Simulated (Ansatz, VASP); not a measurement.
## Si in VASP and in Ansatz

Contents of INCAR:

```
ALGO = Fast
EDIFF = 1E-7
ENCUT = 520
GGA = PS
ISIF = 2
ISMEAR = 0
LASPH = T
LCHARG = F
LREAL = F
LWAVE = F
NBANDS = 36
NELM = 80
PREC = Accurate
SIGMA = 0.05
```

KPOINTS

```
k-points
0
Gamma
  6 9 3
```

File POSCAR:

```
Si
1.0
    5.4328540087      0.0000000000      0.0000000000
    0.0000000000      2.7164270044     -2.7164270044
    1.3582135022      8.4888343886      7.8097276375
Si
12
Direct
    0.4375041667     -0.0312479167      0.2499833333
   -0.1041625000      0.4479187500      0.4166500000
    0.3541708333     -0.0729145833      0.5833166667
   -0.1874958333      0.4062520833      0.7499833333
    0.2708375000     -0.1145812500      0.9166500000
   -0.0208291667      0.4895854167      0.0833166667
    0.6458375000     -0.0520812500      0.4166500000
    0.1041708333      0.4270854167      0.5833166667
    0.5625041667     -0.0937479167      0.7499833333
    0.0208375000      0.3854187500      0.9166500000
    0.7291708333     -0.0104145833      0.0833166667
    0.1875041667      0.4687520833      0.2499833333
```

Input for Ansatz:

```yaml
crystal:
  lattice:
    - [5.4328540087, 0.0, 0.0]
    - [0.0, 2.7164270044, -2.7164270044]
    - [1.3582135022, 8.4888343886, 7.8097276375]
  atoms:
    - { symbol: Si, position: [0.4375041667, -0.0312479167, 0.2499833333] }
    - { symbol: Si, position: [-0.1041625, 0.44791875, 0.41665] }
    - { symbol: Si, position: [0.3541708333, -0.0729145833, 0.5833166667] }
    - { symbol: Si, position: [-0.1874958333, 0.4062520833, 0.7499833333] }
    - { symbol: Si, position: [0.2708375, -0.11458125, 0.91665] }
    - { symbol: Si, position: [-0.0208291667, 0.4895854167, 0.0833166667] }
    - { symbol: Si, position: [0.6458375, -0.05208125, 0.41665] }
    - { symbol: Si, position: [0.1041708333, 0.4270854167, 0.5833166667] }
    - { symbol: Si, position: [0.5625041667, -0.0937479167, 0.7499833333] }
    - { symbol: Si, position: [0.0208375, 0.38541875, 0.91665] }
    - { symbol: Si, position: [0.7291708333, -0.0104145833, 0.0833166667] }
    - { symbol: Si, position: [0.1875041667, 0.4687520833, 0.2499833333] }
basis:
  ecutwfc: 420
kpoints:
  mp_grid: { grid: [6, 9, 3] }
hamiltonian:
  xc: pbesol
  pseudopotentials: { kind: paw, azcp: { folder: soft_1 } }
scf:
  occupations: { method: gaussian, width: 0.05 }
output:
  forces: true
  stress: true
  eigenvalues: true
```

Alike in both runs: task single point; functional PBEsol; k mesh 6 × 9 × 3; occupations gaussian, width 0.05 eV; no spin polarisation.

|  | VASP | Ansatz |
| --- | --- | --- |
| version | VASP 6.6.1 | Ansatz 0.2.0 |
| potentials or method | VASP PAW PBE potentials, release 64 (Si), cutoff 520 eV | scalar-relativistic, plane waves, PAW |
| valence electrons in the cell | 48 | 48 |

|  | VASP | Ansatz | Ansatz less VASP |
| --- | --- | --- | --- |
| gap on the k mesh at the Fermi level (eV) | none | none | - |
| pressure (GPa) | 2.5 | 2.4 | -0.09 |
| traceless stress, the component that is largest in VASP (GPa) | 3.49 | 3.50 | +0.016 |
| rms of the force components (eV/Å) | 1.601 | 1.603 | +0.0021 |

VASP's potentials were made for PBE, not for PBEsol, and Ansatz warns of the same on its side. Atom by atom the forces differ by 0.005 eV/Å (rms over components). A gap of «none» marks a metal or a gap that the smearing closes. The functional is the same, so the differences come from potentials, cutoffs and numerics.
